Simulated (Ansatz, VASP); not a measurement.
**Hf4C: VASP beside Ansatz**

```xyz
5
Lattice="-2.8815 2.8815 2.8815 2.8815 -2.8815 2.8815 2.8815 2.8815 -2.8815" Properties=species:S:1:pos:R:3 pbc="T T T"
Hf    1.4309    1.4309    1.4309
Hf   -1.4506    1.4506    1.4506
Hf    1.4506    1.4506   -1.4506
Hf    1.4506   -1.4506    1.4506
C     0.0000    0.0000    0.0000
```

Change from the starting cell: species swapped into the GeF4 type (I-43m, No. 217).

Alike in both runs: functional PBE; k mesh 4 × 4 × 4; occupations gaussian, width 0.1 eV; no spin polarisation.

Ansatz relaxed the structure, and its values are those at the end. VASP's run is a single point on that final structure, the one shown.

```csv
,VASP,Ansatz
version,VASP 6.6.1,Ansatz 0.2.0
potentials or method,"VASP PAW PBE potentials, release 64 (Hf_pv, C), cutoff 520 eV","scalar-relativistic, plane waves, PAW"
valence electrons in the cell,44,108
```

|  | VASP | Ansatz | Ansatz less VASP |
| --- | --- | --- | --- |
| gap on the k mesh at the Fermi level (eV) | none | none | - |
| pressure (GPa) | -0.7 | 0.0 | +0.62 |
| rms of the force components (eV/Å) | 0.010 | 0.010 | +0.0001 |

A gap of «none» marks a metal or a gap that the smearing closes. With one functional, cell and mesh, what is left measures potentials, basis and numerics. VASP's potentials hold 44 valence electrons a cell and Ansatz's 108, so a difference there can come from the potentials and not from the codes.

The k mesh is coarse, so the values compare programs but aren't converged. Neither program's run includes spin-orbit coupling.
